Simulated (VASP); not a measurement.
# MgS (m.bA) (Fm-3m) in VASP: single point with PBE

Aim: the single point of MgS (m.bA) with PBE.

All numbers are computed with VASP 6.6.1; they aren't measurements. Logs are shortened: lines on timing, memory, paths and dates and some standing lists are left out, and cuts for length are marked.

### 1 The cell of the first run

Symmetry: Fm-3m, No. 225, cubic system. The conventional cell has a = 5.230 Å, b = 5.230 Å, c = 5.230 Å, α = 90.00°, β = 90.00°, γ = 90.00°. Mg (site symmetry m-3m) has 6 S at 2.61 Å within 3.4 Å. S (site symmetry m-3m) has 6 Mg at 2.61 Å within 3.4 Å.

### 2 Single point, PBE

Contents of INCAR:

```
SYSTEM = MgS
  ALGO = Normal
  EDIFF = 1E-6
  ENCUT = 600
  GGA = PE
  GGA_COMPAT = .FALSE.
  ISIF = 2
  ISMEAR = 0
  LASPH = .TRUE.
  LCHARG = .FALSE.
  LREAL = .FALSE.
  LWAVE = .FALSE.
  NBANDS = 11
  NELM = 120
  PREC = Accurate
  SIGMA = 0.02
```

Contents of KPOINTS:

```
k-points
0
G
  8 8 8
  0 0 0
```

Contents of POSCAR:

```
MgS
1.0
    0.0000000000      2.6147705261      2.6147705261
    2.6147705261      0.0000000000      2.6147705261
    2.6147705261      2.6147705261      0.0000000000
Mg S
1 1
Direct
    0.0000000000      0.0000000000      0.0000000000
    0.5000000000      0.5000000000      0.5000000000
```

Potentials or basis: VASP PAW PBE potentials, release 64 (Mg, S).

The run is started by

```bash
$ cat potpaw_PBE.64/Mg/POTCAR potpaw_PBE.64/S/POTCAR > POTCAR
$ mpirun -np 1 vasp_std > vasp.out
```

OUTCAR:

```text
SYSTEM = MgS
   EDIFF = 1E-6
   ENCUT = 600
   GGA = PE
   ISIF = 2
   ISMEAR = 0
   LASPH = .TRUE.
   LREAL = .FALSE.
   NELM = 120
   PREC = Accurate

 ion  position               nearest neighbor table
   1  0.000  0.000  0.000-   2 2.61   2 2.61   2 2.61   2 2.61   2 2.61   2 2.61
   2  0.500  0.500  0.500-   1 2.61   1 2.61   1 2.61   1 2.61   1 2.61   1 2.61

  LATTYP: Found a face centered cubic cell.
 ALAT       =     5.2295410522

  Lattice vectors:

 A1 = (   0.0000000000,   2.6147705261,   2.6147705261)
 A2 = (   2.6147705261,   0.0000000000,   2.6147705261)
 A3 = (   2.6147705261,   2.6147705261,   0.0000000000)

Analysis of symmetry for initial positions (statically):
=====================================================================
 Subroutine PRICEL returns:
 Original cell was already a primitive cell.

 Routine SETGRP: Setting up the symmetry group for a
 face centered cubic supercell.

 Subroutine GETGRP returns: Found 48 space group operations
 (whereof 48 operations were pure point group operations)
 out of a pool of 48 trial point group operations.

The static configuration has the point symmetry O_h .

Analysis of symmetry for dynamics (positions and initial velocities):
=====================================================================
 Subroutine PRICEL returns:
 Original cell was already a primitive cell.

 Routine SETGRP: Setting up the symmetry group for a
 face centered cubic supercell.

 Subroutine GETGRP returns: Found 48 space group operations
 (whereof 48 operations were pure point group operations)
 out of a pool of 48 trial point group operations.

The dynamic configuration has the point symmetry O_h .

 Subroutine INISYM returns: Found 48 space group operations
 (whereof 48 operations are pure point group operations),
 and found     1 'primitive' translations

----------------------------------------------------------------------------------------

                                     Primitive cell

  volume of cell :      35.7545

  direct lattice vectors                    reciprocal lattice vectors
     0.000000000  2.614770526  2.614770526    -0.191221369  0.191221369  0.191221369
     2.614770526  0.000000000  2.614770526     0.191221369 -0.191221369  0.191221369
     2.614770526  2.614770526  0.000000000     0.191221369  0.191221369 -0.191221369

  length of vectors
     3.697843941  3.697843941  3.697843941     0.331205127  0.331205127  0.331205127

  position of ions in fractional coordinates (direct lattice)
     0.000000000  0.000000000  0.000000000
     0.500000000  0.500000000  0.500000000

  ion indices of the primitive-cell ions
   primitive index   ion index
                 1           1
                 2           2

----------------------------------------------------------------------------------------

 KPOINTS: k-points

Automatic generation of k-mesh.
 Grid dimensions read from file:
 generate k-points for:    8    8    8

 Generating k-lattice:

  Cartesian coordinates                     Fractional coordinates (reciprocal lattice)
    -0.023902671  0.023902671  0.023902671     0.125000000  0.000000000  0.000000000
     0.023902671 -0.023902671  0.023902671     0.000000000  0.125000000  0.000000000
     0.023902671  0.023902671 -0.023902671     0.000000000  0.000000000  0.125000000

  Length of vectors
     0.041400641  0.041400641  0.041400641

  Shift w.r.t. Gamma in fractional coordinates (k-lattice)
     0.000000000  0.000000000  0.000000000

 Subroutine IBZKPT returns following result:
 ===========================================

 Found     29 irreducible k-points:

 Following reciprocal coordinates:
            Coordinates               Weight
  0.000000  0.000000  0.000000      1.000000
  0.125000  0.000000  0.000000      8.000000
  0.250000  0.000000  0.000000      8.000000
  0.375000  0.000000  0.000000      8.000000
  0.500000  0.000000  0.000000      4.000000
  0.125000  0.125000  0.000000      6.000000
[... 16 lines left out ...]
  0.500000  0.250000  0.125000     48.000000
 -0.375000  0.250000  0.125000     24.000000
 [... further k-points ...]
   k-points           NKPTS =     29   k-points in BZ     NKDIM =     29   number of bands    NBANDS=     11
   number of dos      NEDOS =    301   number of ions     NIONS =      2
   total plane-waves  NPLWV =  27000
   dimension x,y,z NGX =    30 NGY =   30 NGZ =   30
   dimension x,y,z NGXF=    60 NGYF=   60 NGZF=   60
   ions per type =               1   1
   NGX,Y,Z   is equivalent  to a cutoff of  13.49, 13.49, 13.49 a.u.
   NGXF,Y,Z  is equivalent  to a cutoff of  26.97, 26.97, 26.97 a.u.
 SYSTEM =  MgS
   PREC   = accura    normal or accurate (medium, high low for compatibility)
   ISTART =      0    job   : 0-new  1-cont  2-samecut
   ICHARG =      2    charge: 1-file 2-atom 10-const
   ISPIN  =      1    spin polarized calculation?
   LNONCOLLINEAR =      F non collinear calculations
   LSORBIT =      F    spin-orbit coupling
   LASPH  =      T    aspherical Exc in radial PAW
   ENCUT  =  600.0 eV  44.10 Ry    6.64 a.u.   7.39  7.39  7.39*2*pi/ulx,y,z
   NELM   =    120;   NELMIN=  2; NELMDL= -5     # of ELM steps
   EDIFF  = 0.1E-05   stopping-criterion for ELM
   LREAL  =      F    real-space projection
   EDIFFG = 0.1E-04   stopping-criterion for IOM
   NSW    =      0    number of steps for IOM
   IBRION =     -1    ionic relax: 0-MD 1-quasi-New 2-CG
   NFREE  =      0    steps in history (QN), initial steepest desc. (CG)
   ISIF   =      2    stress and relaxation
   ISYM   =      2    0-nonsym 1-usesym 2-fastsym
   POTIM  = 0.5000    time-step for ionic-motion
   TEBEG  =    0.0;   TEEND  =   0.0 temperature during run
   PSTRESS=    0.0 pullay stress
   NELECT =       8.0000    total number of electrons
   NUPDOWN=      -1.0000    fix difference up-down
   EMIN   =  10.00;   EMAX   =-10.00  energy-range for DOS
   EFERMI =   0.00;   METHOD = LEGACY
   ISMEAR =     0;   SIGMA  =   0.02  broadening in eV -4-tet -1-fermi 0-gaus
   EFERMI_NEDOS =   21; number of points for ismear=-14 and -15
   IALGO  =     38    algorithm
   IMIX   =      4    mixing-type and parameters
     AMIX     =   0.40;   BMIX     =  1.00
     AMIX_MAG =   1.60;   BMIX_MAG =  1.00
  volume/ion in A,a.u.               =      17.88       120.64
  Fermi-wavevector in a.u.,A,eV,Ry     =   0.993866  1.878135 13.439427  0.987770
  Thomas-Fermi vector in A             =   2.125778
   LORBIT       =      0    0 simple, 1 ext, 2 COOP (PROOUT), +10 PAW based schemes
   GGA     = PE    functional components
   LHFCALC =     F    Hartree Fock is set to
   AEXX    =    0.0000 exact exchange contribution
   IVDW    =     0    specifies the selected vdW correction
   LEPSILON=     F    determine dielectric tensor
   LRPA    =     F    only Hartree local field effects (RPA)
 non-spin polarized calculation
 Gauss-broadening in eV      SIGMA  =   0.02
  energy-cutoff  :      600.00
  volume of cell :       35.75
 maximum number of plane-waves:      1243
 NGX is ok and might be reduce to    30
   NGX = 15   NGY = 15   NGZ = 15

 number of electron       7.9999999 magnetization

 Free energy of the ion-electron system (eV)
  ---------------------------------------------------
  ext. energy  EPLUGINS =         0.00000000
  ---------------------------------------------------
  free energy    TOTEN  =        -8.50328078 eV

  energy without entropy =       -8.50328078  energy(sigma->0) =       -8.50328078

 E-fermi :   3.7614     XC(G=0):  -9.6262

 val. band max:        3.5915357582   @ k =   0.0000   0.0000   0.0000
 cond. band min:       6.3340236741   @ k =   0.5000   0.5000   0.0000
 fundamental gap:      2.7424879159
 Fermi energy:         3.7613916885

 k-point     1 :       0.0000    0.0000    0.0000
  band No.  band energies     occupation
      1      -8.9901      2.00000
      2       3.5915      2.00000
      3       3.5915      2.00000
      4       3.5915      2.00000
      5       7.1838      0.00000
      6      11.5550      0.00000
      7      11.5550      0.00000
      8      11.5550      0.00000
      9      13.9236      0.00000
     10      13.9236      0.00000
     11      16.0940      0.00000

 k-point     2 :       0.1250    0.0000    0.0000
  band No.  band energies     occupation
      1      -8.8428      2.00000
      2       2.5537      2.00000
      3       3.4938      2.00000
      4       3.4938      2.00000
      5       7.9919      0.00000
      6      11.2250      0.00000
      7      11.7948      0.00000
      8      11.7948      0.00000
      9      13.2780      0.00000
     10      13.2780      0.00000
     11      16.1752      0.00000

 k-point     3 :       0.2500    0.0000    0.0000
  band No.  band energies     occupation
      1      -8.4450      2.00000
      2       0.8224      2.00000
      3       3.2801      2.00000
      4       3.2801      2.00000
      5       8.4937      0.00000
      6      11.3944      0.00000
      7      11.3944      0.00000
      8      11.8109      0.00000
      9      13.8554      0.00000
     10      13.8554      0.00000
     11      15.3796      0.00000
[... 267 lines left out ...]
 k-point    23 :       0.5000    0.2500    0.1250
  band No.  band energies     occupation
      1      -7.7271      2.00000
      2      -0.2565      2.00000
      3       1.6434      2.00000
      4       2.6284      2.00000
      5       9.1677      0.00000
      6       9.9520      0.00000
      7      11.3697      0.00000
      8      12.5165      0.00000
      9      15.1776      0.00000
     10      17.7623      0.00000
     11      18.3789      0.00000

 k-point    24 :      -0.3750    0.2500    0.1250
  band No.  band energies     occupation
      1      -7.5333      2.00000
      2      -0.6375      2.00000
      3       1.5019      2.00000
      4       2.4700      2.00000
      5       9.1244      0.00000
      6       9.6692      0.00000
      7      11.9607      0.00000
      8      12.9373      0.00000
      9      15.7911      0.00000
     10      16.7613      0.00000
     11      19.0620      0.00000

 [... further k-points ...]

------------------------ aborting loop because EDIFF is reached ----------------------------------------

  FORCE on cell =-STRESS in cart. coord.  units (eV):
  Direction    XX          YY          ZZ          XY          YZ          ZX
  --------------------------------------------------------------------------------------
  -------------------------------------------------------------------------------------
  Total       -0.0582677     -0.0582677     -0.0582677      0.0000000     -0.0000000     -0.0000000
  in kB       -2.6110047     -2.6110047     -2.6110047      0.0000000     -0.0000000     -0.0000000
  external PRESSURE =      -2.6110047 kB  Pullay stress =       0.0000000 kB

 VOLUME and BASIS-vectors are now :
 -----------------------------------------------------------------------------
  energy-cutoff  :      600.00
  volume of cell :       35.75
      direct lattice vectors                 reciprocal lattice vectors
     0.000000000  2.614770526  2.614770526    -0.191221369  0.191221369  0.191221369
     2.614770526  0.000000000  2.614770526     0.191221369 -0.191221369  0.191221369
     2.614770526  2.614770526  0.000000000     0.191221369  0.191221369 -0.191221369

 POSITION                                       TOTAL-FORCE (eV/Angst)
 -----------------------------------------------------------------------------------
      0.00000      0.00000      0.00000         0.000000      0.000000      0.000000
      2.61477      2.61477      2.61477        -0.000000     -0.000000     -0.000000
 -----------------------------------------------------------------------------------
    total drift:                               -0.000000     -0.000000      0.000000

  FREE ENERGIE OF THE ION-ELECTRON SYSTEM (eV)
  ---------------------------------------------------
  free  energy   TOTEN  =        -8.5032807778 eV

  energy  without entropy=       -8.5032807778  energy(sigma->0) =       -8.50328078
```

Run time: 20 s. Hardware: 1 thread of Intel Xeon 8259CL, shared host; peak memory 0.17 GiB.

What came out:

```yaml
Free_energy: -8.5033 eV
Pressure: -0.3 GPa
Band_gap_on_the_k_mesh: 2.74 eV, indirect (least direct gap 3.59 eV)
```

Levels at points of the mesh, in eV from the valence-band top:
```csv
k point,band 2,band 3,band 4,band 5,band 6,band 7
"(0.00, 0.00, 0.00)",0.00,0.00,0.00,3.59,7.96,7.96
"(0.50, 0.00, 0.00)",-4.75,-0.57,-0.57,4.53,6.89,6.89
"(0.50, 0.50, 0.00)",-4.11,-1.65,-1.65,2.74,4.44,11.86
```

A k mesh can miss the band edges. As with any semilocal functional, this PBE gap is likely too small.
